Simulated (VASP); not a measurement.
Here is a VASP 6.6.1 calculation.

POSCAR

```
BaTe
1.0
    0.0000000000      3.4100000000      3.4100000000
    3.4100000000      0.0000000000      3.4100000000
    3.4100000000      3.4100000000      0.0000000000
Ba Te
1 1
Direct
    0.0000000000      0.0000000000      0.0000000000
    0.5000000000      0.5000000000      0.5000000000
```

The input INCAR.step1:

```
PREC = Accurate
ENCUT = 520
ISMEAR = -1
SIGMA = 0.05
LREAL = False
LASPH = True
NELM = 100
NBANDS = 15
GGA = PE
ALGO = Normal
EDIFF = 1E-4
LWAVE = True
LCHARG = False
```

Contents of INCAR.step2:

```
PREC = Accurate
ENCUT = 520
EDIFF = 1E-8
ISMEAR = -1
SIGMA = 0.05
LREAL = False
LASPH = True
NELM = 100
ALGO = Normal
ISIF = 2
LWAVE = False
LCHARG = False
METAGGA = R2SCAN
LMIXTAU = True
LEFG = True
NBANDS = 15
ISTART = 1
```

The input KPOINTS:

```
regular mesh
0
Gamma
  10 10 10
```

Potentials or basis: VASP PAW PBE potentials, release 64 (Ba_sv, Te).

Launch:

```sh
$ cat potpaw_PBE.64/Ba_sv/POTCAR potpaw_PBE.64/Te/POTCAR > POTCAR
$ cp INCAR.step1 INCAR
$ mpirun -np 1 vasp_std > vasp.out
$ cp INCAR.step2 INCAR
$ mpirun -np 1 vasp_std > vasp.out
```

Problem. What does it give for the band gap on the k mesh?

Solution. 1.69 eV (least direct gap 2.07 eV).

Problem. What does it give for the pressure?

Solution. 4.5 GPa.

Caveat: the cell stands under pressure; the PAW data sets were made with another functional, which shifts forces and pressure a little; spin-orbit coupling is left out, which moves the levels of the heavy elements. A k mesh can miss the band edges.
